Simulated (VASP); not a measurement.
A run of VASP 6.6.1:

Contents of POSCAR:

```
Ag
1.0
    0.0000000000      2.0521781806      2.0521781806
    2.0521781806      0.0000000000      2.0521781806
    2.0521781806      2.0521781806      0.0000000000
Ag
1
Direct
    0.0000000000      0.0000000000      0.0000000000
```

The input INCAR.step1:

```
PREC = Accurate
ENCUT = 550
ISMEAR = 0
SIGMA = 0.1
LREAL = F
LASPH = T
NELM = 120
NBANDS = 12
GGA = PE
ALGO = Normal
EDIFF = 1E-5
LWAVE = T
LCHARG = F
GGA_COMPAT = F
```

File INCAR.step2:

```
PREC = Accurate
ENCUT = 550
EDIFF = 1E-6
ISMEAR = 0
SIGMA = 0.1
LREAL = F
LASPH = T
NELM = 120
ALGO = Normal
ISIF = 2
LWAVE = F
LCHARG = F
METAGGA = R2SCAN
LMIXTAU = T
NBANDS = 12
ISTART = 1
GGA_COMPAT = F
```

The input KPOINTS:

```
regular mesh
0
Gamma
  8 8 8
```

Potentials or basis: VASP PAW PBE potentials, release 64 (Ag).

Command:

```console
$ cat potpaw_PBE.64/Ag/POTCAR > POTCAR
$ cp INCAR.step1 INCAR
$ mpirun -np 1 vasp_std > vasp.out
$ cp INCAR.step2 INCAR
$ mpirun -np 1 vasp_std > vasp.out
```

Hardware: 1 thread of Intel Xeon 8259CL, with other jobs on the host.

Q: How long does it take, and how much memory?

A: Wall time 60 s on 1 thread of Intel Xeon 8259CL (shared host), peak memory 0.14 GiB. Counts: k points 29.
